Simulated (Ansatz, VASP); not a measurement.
**I in VASP and in Ansatz**

INCAR

```
ALGO = Normal ; EDIFF = 1E-6
ENCUT = 520 ; GGA = PE
ISIF = 2 ; ISMEAR = 0
LASPH = T ; LCHARG = T
LELF = T ; LREAL = F
LVHAR = T ; LWAVE = F
NBANDS = 10 ; NELM = 100
PREC = Accurate ; SIGMA = 0.1
```

Contents of KPOINTS:

```
k-points
0
Gamma
  18 18 18
```

Contents of POSCAR:

```
I
1.0
   -1.6424456952      1.6424456952      4.2667271636
    1.6424456952     -1.6424456952      4.2667271636
    1.6424456952      1.6424456952     -4.2667271636
I
1
Direct
    0.0000000000      0.0000000000      0.0000000000
```

Input for Ansatz:

```yaml
crystal:
  lattice:
    - [-1.6424456952, 1.6424456952, 4.2667271636]
    - [1.6424456952, -1.6424456952, 4.2667271636]
    - [1.6424456952, 1.6424456952, -4.2667271636]
  atoms:
    - { symbol: I, position: [0.0, 0.0, 0.0] }
basis:
  ecutwfc: 420
kpoints:
  mp_grid: { grid: [18, 18, 18] }
hamiltonian:
  xc: pbe
scf:
  occupations: { method: gaussian, width: 0.1 }
output:
  forces: true
  stress: true
  eigenvalues: true
```

Alike in both runs: task single point; functional PBE; k mesh 18 × 18 × 18; occupations gaussian, width 0.1 eV; no spin polarisation.

|  | VASP | Ansatz |
| --- | --- | --- |
| version | VASP 6.6.1 | Ansatz 0.2.0 |
| potentials or method | VASP PAW PBE potentials, release 64 (I), cutoff 520 eV | scalar-relativistic, plane waves, PAW |
| valence electrons in the cell | 7 | 17 |

Ansatz gave:

| Property | Result |
| --- | --- |
| gap on the k mesh at the Fermi level (eV) | none |
| pressure (GPa) | -0.8 |
| traceless stress, the component that is largest in VASP (GPa) | 1.00 |

What did VASP give for the same quantities?

gap on the k mesh at the Fermi level (eV): none; pressure (GPa): -0.8; traceless stress, the component that is largest in VASP (GPa): 1.02.

A gap of «none» marks a metal or a gap that the smearing closes. With one functional, cell and mesh, what is left measures potentials, basis and numerics. VASP's potentials hold 7 valence electrons a cell and Ansatz's 17, so a difference there can come from the potentials and not from the codes.

Spin-orbit coupling is off throughout.
